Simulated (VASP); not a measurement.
ZnS, 4 atoms in the cell. It takes space group P6_3mc (No. 186, hexagonal). The conventional cell has a = 3.913 Å, b = 3.913 Å, c = 6.305 Å, α = 90.00°, β = 90.00°, γ = 120.00°. Within 3.1 Å of Zn (site symmetry 3m) lie 4 S at 2.36 to 2.39 Å. S (site symmetry 3m) has 4 Zn at 2.36 to 2.39 Å within 3.1 Å.  This cell differs from its parent crystal: strain +0.0175 x Voigt [1, 1, 0, 0, 0, 0].

```yaml
Program: VASP 6.6.1
Task: single point
Functional: PBE
Potentials_or_basis: VASP PAW PBE potentials, release 64 (Zn, S)
Cutoff: 520 eV
k_mesh: 12 × 12 × 4
Occupations: gaussian, width 0.05 eV
Spin: no spin polarisation
Dipole_correction: no
Further_INCAR_settings: ALGO = Normal; EDIFF = 1e-06; NBANDS = 26
```

Potentials or basis: VASP PAW PBE potentials, release 64 (Zn, S).

Run with:

```sh
$ cat potpaw_PBE.64/Zn/POTCAR potpaw_PBE.64/S/POTCAR > POTCAR
$ mpirun -np 1 vasp_std > vasp.out
```

Hardware: 1 thread of Intel(R) Xeon(R) Platinum 8259CL CPU @ 2.50GHz (Skylake/Cascade Lake) (shared host).

Q: Estimate the wall time of this run.

A: Wall time 110 s on 1 thread of Intel(R) Xeon(R) Platinum 8259CL CPU @ 2.50GHz (Skylake/Cascade Lake), on a shared host, peak memory 0.26 GiB. Counts: scf iterations 14, k points 57.
